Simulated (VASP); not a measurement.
Write the native input for VASP 6.6.1 that does the following.

```
Task                   : single point
Functional             : PBE
Potentials or basis    : VASP PAW PBE potentials, release 64 (Li_sv, F)
Cutoff                 : 520 eV
k mesh                 : 12 × 12 × 12
Occupations            : gaussian, width 0.05 eV
Spin                   : no spin polarisation
Dipole correction      : no
Further INCAR settings : ALGO = Normal; EDIFF = 1e-06; NBANDS = 12
```

The structure of LiF lies in POSCAR:

```
LiF
1.0
    0.0000000000      1.7943603458      2.5372255290
    1.7943603458      0.0000000000      2.5372255290
    1.7943603458      1.7943603458      0.0000000000
Li F
1 1
Direct
    0.0000000000      0.0000000000      0.0000000000
    0.5000000000      0.5000000000      0.5000000000
```

This cell differs from its parent crystal: ratio of the length along z to the lengths across it x 1.414, volume and fractional coordinates fixed.

The input as run:

INCAR

```
PREC = Accurate ; ENCUT = 520
EDIFF = 1E-6 ; ISMEAR = 0
SIGMA = 0.05 ; LREAL = False
LASPH = True ; NELM = 60
ALGO = Normal ; ISIF = 2
LWAVE = False ; LCHARG = False
GGA = PE ; NBANDS = 12
```

KPOINTS

```
Automatic mesh
0
Gamma
  12 12 12
```

Potentials or basis: VASP PAW PBE potentials, release 64 (Li_sv, F).

Launch:

```console
$ cat potpaw_PBE.64/Li_sv/POTCAR potpaw_PBE.64/F/POTCAR > POTCAR
$ mpirun -np 1 vasp_std > vasp.out
```

It gave:

| Item | Value |
| --- | --- |
| Band gap on the k mesh | 8.34 eV, indirect (least direct gap 8.67 eV) |

Run time: 64 s on 1 thread of AMD EPYC 7R13, on a shared host, peak memory 0.12 GiB.
